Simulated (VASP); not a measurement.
# SnO (P4/nmm) in VASP: a series of runs

Runs on SnO. Level: r2SCAN+D3(BJ). Tasks: single point.

All numbers are computed with VASP 6.6.1; they aren't measurements. Logs are shortened: lines on timing, memory, paths and dates and some standing lists are left out, and cuts for length are marked.

## 1. The cell of the first run

The structure is tetragonal, space group P4/nmm (No. 129). Conventional cell: a = 3.795 Å, b = 3.795 Å, c = 4.788 Å, α = 90.00°, β = 90.00°, γ = 90.00°. Sn (site symmetry 4mm) has 4 O at 2.22 Å within 2.9 Å. O (site symmetry -4m2) has 4 Sn at 2.22 Å and 4 O at 2.68 Å within 2.9 Å.

## 2. Single point, r2SCAN+D3(BJ)

File POSCAR:

```
SnO
1.0
    3.7954811580      0.0000000000      0.0000000000
    0.0000000000      3.7954811580      0.0000000000
    0.0000000000      0.0000000000      4.7881327611
Sn O
2 2
Direct
    0.5000000000      0.0000000000      0.2392402083
    0.0000000000      0.5000000000      0.7607597917
    0.0000000000      0.0000000000      0.0000000000
    0.5000000000      0.5000000000      0.0000000000
```

File INCAR.step1:

```
  PREC = Accurate
  ENCUT = 520
  ISMEAR = 0
  SIGMA = 0.01
  LREAL = False
  LASPH = True
  NELM = 80
  NBANDS = 28
  GGA = PE
  ALGO = Normal
  EDIFF = 1E-4
  LWAVE = True
  LCHARG = False
```

File INCAR.step2:

```
  PREC = Accurate
  ENCUT = 520
  EDIFF = 1E-7
  ISMEAR = 0
  SIGMA = 0.01
  LREAL = False
  LASPH = True
  NELM = 80
  ALGO = Normal
  ISIF = 2
  LWAVE = False
  LCHARG = False
  METAGGA = R2SCAN
  LMIXTAU = True
  IVDW = 12
  VDW_S6 = 1.0
  VDW_S8 = 0.78981345
  VDW_A1 = 0.49484001
  VDW_A2 = 5.73083694
  NBANDS = 28
  ISTART = 1
```

File KPOINTS:

```
Automatic mesh
0
Gamma
  10 10 8
```

Potentials or basis: VASP PAW PBE potentials, release 64 (Sn_d, O).

Started as:

```
> cat potpaw_PBE.64/Sn_d/POTCAR potpaw_PBE.64/O/POTCAR > POTCAR
> cp INCAR.step1 INCAR
> mpirun -np 1 vasp_std > vasp.out
> cp INCAR.step2 INCAR
> mpirun -np 1 vasp_std > vasp.out
```

OUTCAR:

```text
PREC = Accurate
   ENCUT = 520
   EDIFF = 1E-7
   ISMEAR = 0
   LREAL = False
   LASPH = True
   NELM = 80
   ISIF = 2
   METAGGA = R2SCAN
   IVDW = 12
   ISTART = 1
 IVDW          = 12

 ion  position               nearest neighbor table
   1  0.500  0.000  0.239-   3 2.22   4 2.22   4 2.22   3 2.22   2 3.53   2 3.53   2 3.53   2 3.53
                             2 3.67   2 3.67   2 3.67   2 3.67
   2  0.000  0.500  0.761-   3 2.22   4 2.22   3 2.22   4 2.22   1 3.53   1 3.53   1 3.53   1 3.53
                             1 3.67   1 3.67   1 3.67   1 3.67
   3  0.000  0.000  0.000-   1 2.22   1 2.22   2 2.22   2 2.22
   4  0.500  0.500  0.000-   1 2.22   1 2.22   2 2.22   2 2.22

  LATTYP: Found a simple tetragonal cell.
 ALAT       =     3.7954811580
 C/A-ratio  =     1.2615351155

  Lattice vectors:

 A1 = (   3.7954811580,   0.0000000000,   0.0000000000)
 A2 = (   0.0000000000,   3.7954811580,   0.0000000000)
 A3 = (   0.0000000000,   0.0000000000,   4.7881327611)

Analysis of symmetry for initial positions (statically):
=====================================================================
 Subroutine PRICEL returns:
 Original cell was already a primitive cell.

 Routine SETGRP: Setting up the symmetry group for a
 simple tetragonal supercell.

 Subroutine GETGRP returns: Found 16 space group operations
 (whereof  8 operations were pure point group operations)
 out of a pool of 16 trial point group operations.

The static configuration has the point symmetry D_2d.
 The point group associated with its full space group is D_4h.

Analysis of symmetry for dynamics (positions and initial velocities):
=====================================================================
 Subroutine PRICEL returns:
 Original cell was already a primitive cell.

 Routine SETGRP: Setting up the symmetry group for a
 simple tetragonal supercell.

 Subroutine GETGRP returns: Found 16 space group operations
 (whereof  8 operations were pure point group operations)
 out of a pool of 16 trial point group operations.

The dynamic configuration has the point symmetry D_2d.
 The point group associated with its full space group is D_4h.

 Subroutine INISYM returns: Found 16 space group operations
 (whereof  8 operations are pure point group operations),
 and found     1 'primitive' translations

----------------------------------------------------------------------------------------

                                     Primitive cell

  volume of cell :      68.9763

  direct lattice vectors                    reciprocal lattice vectors
     3.795481158  0.000000000  0.000000000     0.263471207  0.000000000  0.000000000
     0.000000000  3.795481158  0.000000000     0.000000000  0.263471207  0.000000000
     0.000000000  0.000000000  4.788132761     0.000000000  0.000000000  0.208849681

  length of vectors
     3.795481158  3.795481158  4.788132761     0.263471207  0.263471207  0.208849681

  position of ions in fractional coordinates (direct lattice)
     0.500000000  0.000000000  0.239240208
     0.000000000  0.500000000  0.760759792
     0.000000000  0.000000000  0.000000000
     0.500000000  0.500000000  0.000000000

  ion indices of the primitive-cell ions
   primitive index   ion index
                 1           1
                 2           2
                 3           3
                 4           4

----------------------------------------------------------------------------------------

 KPOINTS: Automatic mesh

Automatic generation of k-mesh.
 Grid dimensions read from file:
 generate k-points for:   10   10    8

 Generating k-lattice:

  Cartesian coordinates                     Fractional coordinates (reciprocal lattice)
     0.026347121  0.000000000  0.000000000     0.100000000  0.000000000  0.000000000
     0.000000000  0.026347121  0.000000000     0.000000000  0.100000000  0.000000000
     0.000000000  0.000000000  0.026106210     0.000000000  0.000000000  0.125000000

  Length of vectors
     0.026347121  0.026347121  0.026106210

  Shift w.r.t. Gamma in fractional coordinates (k-lattice)
     0.000000000  0.000000000  0.000000000

 Subroutine IBZKPT returns following result:
 ===========================================

 Found    105 irreducible k-points:

 Following reciprocal coordinates:
            Coordinates               Weight
  0.000000  0.000000  0.000000      1.000000
  0.100000  0.000000  0.000000      4.000000
  0.200000  0.000000  0.000000      4.000000
  0.300000  0.000000  0.000000      4.000000
  0.400000  0.000000  0.000000      4.000000
  0.500000  0.000000  0.000000      2.000000
[... 16 lines left out ...]
  0.100000  0.000000  0.125000      8.000000
  0.200000  0.000000  0.125000      8.000000
 [... further k-points ...]
   k-points           NKPTS =    105   k-points in BZ     NKDIM =    105   number of bands    NBANDS=     28
   number of dos      NEDOS =    301   number of ions     NIONS =      4
   total plane-waves  NPLWV =  28224
   dimension x,y,z NGX =    28 NGY =   28 NGZ =   36
   dimension x,y,z NGXF=    56 NGYF=   56 NGZF=   72
   ions per type =               2   2
   NGX,Y,Z   is equivalent  to a cutoff of  12.26, 12.26, 12.50 a.u.
   NGXF,Y,Z  is equivalent  to a cutoff of  24.53, 24.53, 25.00 a.u.
 SYSTEM =  unknown system
   PREC   = accura    normal or accurate (medium, high low for compatibility)
   ISTART =      1    job   : 0-new  1-cont  2-samecut
   ICHARG =      0    charge: 1-file 2-atom 10-const
   ISPIN  =      1    spin polarized calculation?
   LNONCOLLINEAR =      F non collinear calculations
   LSORBIT =      F    spin-orbit coupling
   LASPH  =      T    aspherical Exc in radial PAW
   ENCUT  =  520.0 eV  38.22 Ry    6.18 a.u.   7.06  7.06  8.90*2*pi/ulx,y,z
   NELM   =     80;   NELMIN=  2; NELMDL=  0     # of ELM steps
   EDIFF  = 0.1E-06   stopping-criterion for ELM
   LREAL  =      F    real-space projection
   EDIFFG = 0.1E-05   stopping-criterion for IOM
   NSW    =      0    number of steps for IOM
   IBRION =     -1    ionic relax: 0-MD 1-quasi-New 2-CG
   NFREE  =      0    steps in history (QN), initial steepest desc. (CG)
   ISIF   =      2    stress and relaxation
   ISYM   =      2    0-nonsym 1-usesym 2-fastsym
   POTIM  = 0.5000    time-step for ionic-motion
   TEBEG  =    0.0;   TEEND  =   0.0 temperature during run
   PSTRESS=    0.0 pullay stress
   NELECT =      40.0000    total number of electrons
   NUPDOWN=      -1.0000    fix difference up-down
   EMIN   =  10.00;   EMAX   =-10.00  energy-range for DOS
   EFERMI =   0.00;   METHOD = LEGACY
   ISMEAR =     0;   SIGMA  =   0.01  broadening in eV -4-tet -1-fermi 0-gaus
   EFERMI_NEDOS =   21; number of points for ismear=-14 and -15
   IALGO  =     38    algorithm
   IMIX   =      4    mixing-type and parameters
     AMIX     =   0.40;   BMIX     =  1.00
     AMIX_MAG =   1.60;   BMIX_MAG =  1.00
  volume/ion in A,a.u.               =      17.24       116.37
  Fermi-wavevector in a.u.,A,eV,Ry     =   1.365196  2.579846 25.357980  1.863759
  Thomas-Fermi vector in A             =   2.491445
   LORBIT       =      0    0 simple, 1 ext, 2 COOP (PROOUT), +10 PAW based schemes
   METAGGA = R2SCAN    functional components
   LHFCALC =     F    Hartree Fock is set to
   AEXX    =    0.0000 exact exchange contribution
   IVDW    =    12    specifies the selected vdW correction
   LEPSILON=     F    determine dielectric tensor
   LRPA    =     F    only Hartree local field effects (RPA)
 non-spin polarized calculation
 Gauss-broadening in eV      SIGMA  =   0.01
  energy-cutoff  :      520.00
  volume of cell :       68.98
 maximum number of plane-waves:      1880
   NGX = 15   NGY = 15   NGZ = 17

 number of electron      39.9999998 magnetization

 Free energy of the ion-electron system (eV)
  ---------------------------------------------------
  ext. energy  EPLUGINS =         0.00000000
  ---------------------------------------------------
  free energy    TOTEN  =       -66.89339588 eV

  energy without entropy =      -66.89339588  energy(sigma->0) =      -66.89339588

 E-fermi :   7.4420     XC(G=0): -11.0296

 val. band max:        7.3938789457   @ k =   0.0000   0.0000   0.0000
 cond. band min:       7.4921806358   @ k =   0.5000   0.5000   0.0000
 fundamental gap:      0.0983016901
 Fermi energy:         7.4420383890

 k-point     1 :       0.0000    0.0000    0.0000
  band No.  band energies     occupation
      1     -15.6533      2.00000
      2     -15.0669      2.00000
      3     -15.0594      2.00000
      4     -15.0594      2.00000
      5     -15.0069      2.00000
      6     -14.9867      2.00000
[... 20 lines left out ...]
     27      14.3995      0.00000
     28      15.0180      0.00000

 k-point     2 :       0.1000    0.0000    0.0000
  band No.  band energies     occupation
      1     -15.6474      2.00000
      2     -15.0722      2.00000
      3     -15.0576      2.00000
      4     -15.0565      2.00000
      5     -15.0367      2.00000
      6     -15.0076      2.00000
[... 20 lines left out ...]
     27      14.5948      0.00000
     28      15.8142      0.00000

 k-point     3 :       0.2000    0.0000    0.0000
  band No.  band energies     occupation
      1     -15.6307      2.00000
      2     -15.1931      2.00000
      3     -15.0519      2.00000
      4     -15.0483      2.00000
      5     -15.0403      2.00000
      6     -15.0095      2.00000
[... 20 lines left out ...]
     27      14.8096      0.00000
     28      17.4721      0.00000

 k-point     4 :       0.3000    0.0000    0.0000
  band No.  band energies     occupation
      1     -15.6039      2.00000
      2     -15.3238      2.00000
      3     -15.0424      2.00000
      4     -15.0366      2.00000
      5     -15.0267      2.00000
      6     -15.0116      2.00000
[... 578 lines left out ...]
     27      14.3726      0.00000
     28      15.1479      0.00000

 k-point    23 :       0.1000    0.0000    0.1250
  band No.  band energies     occupation
      1     -15.6450      2.00000
      2     -15.0787      2.00000
      3     -15.0547      2.00000
      4     -15.0534      2.00000
      5     -15.0369      2.00000
      6     -15.0050      2.00000
[... 20 lines left out ...]
     27      14.6179      0.00000
     28      15.8955      0.00000

 k-point    24 :       0.2000    0.0000    0.1250
  band No.  band energies     occupation
      1     -15.6291      2.00000
      2     -15.1995      2.00000
      3     -15.0486      2.00000
      4     -15.0461      2.00000
      5     -15.0421      2.00000
      6     -15.0057      2.00000
[... 20 lines left out ...]
     27      14.9528      0.00000
     28      17.4600      0.00000

 [... further k-points ...]

------------------------ aborting loop because EDIFF is reached ----------------------------------------

 Edisp (eV)   -0.44942

 E8    (eV) :    -0.1530

  FORCE on cell =-STRESS in cart. coord.  units (eV):
  Direction    XX          YY          ZZ          XY          YZ          ZX
  --------------------------------------------------------------------------------------
  -------------------------------------------------------------------------------------
  Total       0.27061     0.27061     0.24233     0.00000    -0.00000     0.00000
  in kB       6.28567     6.28567     5.62886     0.00000    -0.00000     0.00000
  external pressure =        6.07 kB  Pullay stress =        0.00 kB

 VOLUME and BASIS-vectors are now :
 -----------------------------------------------------------------------------
  energy-cutoff  :      520.00
  volume of cell :       68.98
      direct lattice vectors                 reciprocal lattice vectors
     3.795481158  0.000000000  0.000000000     0.263471207  0.000000000  0.000000000
     0.000000000  3.795481158  0.000000000     0.000000000  0.263471207  0.000000000
     0.000000000  0.000000000  4.788132761     0.000000000  0.000000000  0.208849681

 POSITION                                       TOTAL-FORCE (eV/Angst)
 -----------------------------------------------------------------------------------
      1.89774      0.00000      1.14551        -0.000000     -0.000000      0.149055
      0.00000      1.89774      3.64262         0.000000     -0.000000     -0.149055
      0.00000      0.00000      0.00000        -0.000000      0.000000     -0.000000
      1.89774      1.89774      0.00000        -0.000000     -0.000000     -0.000000
 -----------------------------------------------------------------------------------
    total drift:                                0.000000      0.000000      0.000000

  FREE ENERGIE OF THE ION-ELECTRON SYSTEM (eV)
  ---------------------------------------------------
  free  energy   TOTEN  =       -67.3428128418 eV

  energy  without entropy=      -67.3428128418  energy(sigma->0) =      -67.34281284
```

It took 12 min on 1 thread of AMD EPYC 7R43 (Zen 3), shared host; peak memory 0.27 GiB.

Results:

* Free energy: -67.3428 eV
* Pressure: 0.6 GPa
* Largest force: 0.149 eV/Å
* Band gap on the k mesh: 0.10 eV (least direct gap 2.25 eV)
* Dispersion energy per atom: -0.112 eV

Forces on the atoms (eV/Å):
```
Sn   0.000  0.000  0.149
Sn   0.000  0.000 -0.149
O    0.000  0.000  0.000
O    0.000  0.000  0.000
```

Levels at points of the mesh, in eV from the valence-band top:
```
           k point  band 16  band 17  band 18  band 19  band 20  band 21  band 22  band 23  band 24  band 25
(0.00, 0.00, 0.00)    -6.84    -3.97    -3.67    -3.67     0.00     2.45     4.69     4.80     4.80     6.14
(0.50, 0.00, 0.00)    -5.50    -5.38    -5.38    -3.06    -3.06     3.52     3.52     6.18     6.18     6.42
(0.50, 0.50, 0.00)    -5.65    -2.99    -2.99    -2.15    -2.15     0.10     0.10     4.76     4.76     7.82
(0.00, 0.00, 0.50)    -4.04    -3.69    -3.69    -3.01    -2.59     1.95     3.03     3.03     3.76     8.47
(0.50, 0.00, 0.50)    -5.98    -5.34    -5.34    -2.05    -2.05     2.84     2.84     5.64     5.64     7.12
(0.50, 0.50, 0.50)    -6.11    -2.99    -2.99    -2.98    -2.98     2.41     2.41     4.47     4.47     5.98
```

Caveat: the PAW data sets were made with another functional, which shifts forces and pressure a little; spin-orbit coupling is left out, which moves the levels of the heavy elements.

## 3. Single point, r2SCAN+D3(BJ)

This run uses another cell than the first one, of 17.46 Å³/atom.

File POSCAR:

```
SnO
1.0
    3.7986000000      0.0000000000      0.0000000000
    0.0000000000      3.7986000000      0.0000000000
    0.0000000000      0.0000000000      4.8408000000
Sn O
2 2
Direct
    0.5000000000      0.0000000000      0.2369000000
    0.0000000000      0.5000000000      0.7631000000
    0.0000000000      0.0000000000      0.0000000000
    0.5000000000      0.5000000000      0.0000000000
```

File INCAR.step1:

```
SYSTEM = SnO
ALGO = Normal
EDIFF = 1E-5
ENCUT = 910
GGA = PE
GGA_COMPAT = .FALSE.
ISMEAR = 0
LASPH = .TRUE.
LCHARG = .FALSE.
LREAL = .FALSE.
LWAVE = .TRUE.
NBANDS = 28
NELM = 120
PREC = Accurate
SIGMA = 0.1
```

File INCAR.step2:

```
SYSTEM = SnO
ALGO = Normal
EDIFF = 1E-6
ENCUT = 910
GGA_COMPAT = .FALSE.
ISIF = 2
ISMEAR = 0
ISTART = 1
IVDW = 12
LASPH = .TRUE.
LCHARG = .TRUE.
LELF = .TRUE.
LMIXTAU = .TRUE.
LREAL = .FALSE.
LVHAR = .TRUE.
LWAVE = .FALSE.
METAGGA = R2SCAN
NBANDS = 28
NELM = 120
PREC = Accurate
SIGMA = 0.1
VDW_A1 = 0.49484001
VDW_A2 = 5.73083694
VDW_S6 = 1.0
VDW_S8 = 0.78981345
```

File KPOINTS:

```
k-points
0
G
  6 6 4
  0 0 0
```

Potentials or basis: VASP PAW PBE potentials, release 64 (Sn_d, O_h).

Started as:

```
> cat potpaw_PBE.64/Sn_d/POTCAR potpaw_PBE.64/O_h/POTCAR > POTCAR
> cp INCAR.step1 INCAR
> mpirun -np 1 vasp_std > vasp.out
> cp INCAR.step2 INCAR
> mpirun -np 1 vasp_std > vasp.out
```

Run time: 3.3 min. Hardware: 1 thread of Intel Xeon Platinum 8559C (Emerald Rapids), shared host; peak memory 0.36 GiB.

Results (log left out):

- Free energy: -67.3642 eV
- Pressure: 0.1 GPa
- Largest force: 0.135 eV/Å
- Band gap on the k mesh: 0.18 eV (least direct gap 2.31 eV)
- Dispersion energy per atom: -0.111 eV

Forces on the atoms (eV/Å):
```
Sn   0.000  0.000  0.135
Sn   0.000  0.000 -0.135
O    0.000  0.000  0.000
O    0.000  0.000  0.000
```

Stress tensor (GPa, compression positive):
```
0.17 0.00 0.00
0.00 0.17 0.00
0.00 0.00 0.05
```

Levels at points of the mesh, in eV from the valence-band top:
```csv
k point,band 17,band 18,band 19,band 20,band 21,band 22,band 23,band 24
"(0.00, 0.00, 0.00)",-3.94,-3.64,-3.64,0.00,2.41,4.57,4.87,4.87
"(0.50, 0.00, 0.00)",-5.34,-5.34,-3.00,-3.00,3.46,3.46,6.21,6.21
"(0.50, 0.50, 0.00)",-2.96,-2.96,-2.13,-2.13,0.18,0.18,4.75,4.75
"(0.00, 0.00, 0.50)",-3.66,-3.66,-3.10,-2.58,1.97,3.12,3.12,3.81
"(0.50, 0.00, 0.50)",-5.30,-5.30,-2.03,-2.03,2.78,2.78,5.70,5.70
"(0.50, 0.50, 0.50)",-2.96,-2.96,-2.91,-2.91,2.45,2.45,4.37,4.37
```

Caveat: the cutoff is under 1.25 times the usual one of these potentials, so pressure, stress and relaxed cells hold a basis-set (Pulay) error; the PAW data sets were made with another functional, which shifts forces and pressure a little; spin-orbit coupling is left out, which moves the levels of the heavy elements. A k mesh can miss the band edges.
